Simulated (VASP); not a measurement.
Input of a VASP 6.6.1 run:

File INCAR:

```
SYSTEM = TiPt3
PREC = Accurate
ENCUT = 520
EDIFF = 1E-6
ISMEAR = -1
SIGMA = 0.05
LREAL = .FALSE.
LASPH = .TRUE.
NELM = 100
ALGO = Normal
ISIF = 2
LWAVE = .FALSE.
LCHARG = .FALSE.
GGA = PE
NBANDS = 29
```

KPOINTS

```
regular mesh
0
G
  7 7 7
  0 0 0
```

POSCAR

```
TiPt3
1.0
    3.9482821967      0.0000000000      0.0000000000
    0.0000000000      3.9482821967      0.0000000000
    0.0000000000      0.0000000000      3.9482821967
Pt Ti
3 1
Direct
    0.5000000000      0.5000000000      0.0000000000
    0.5000000000      0.0000000000      0.5000000000
    0.0000000000      0.5000000000      0.5000000000
    0.0000000000      0.0000000000      0.0000000000
```

Potentials or basis: VASP PAW PBE potentials, release 64 (Pt, Ti_sv).

The run is started by

```bash
$ cat potpaw_PBE.64/Pt/POTCAR potpaw_PBE.64/Ti_sv/POTCAR > POTCAR
$ mpirun -np 1 vasp_std > vasp.out
```

Question: What does it give for the pressure?

Answer: -0.5 GPa.

Question: Predict the band gap on the k mesh.

Answer: Zero (bands 21 and 22 overlap by 1.41 eV).

Caveat: spin-orbit coupling is left out, which moves the levels of the heavy elements.
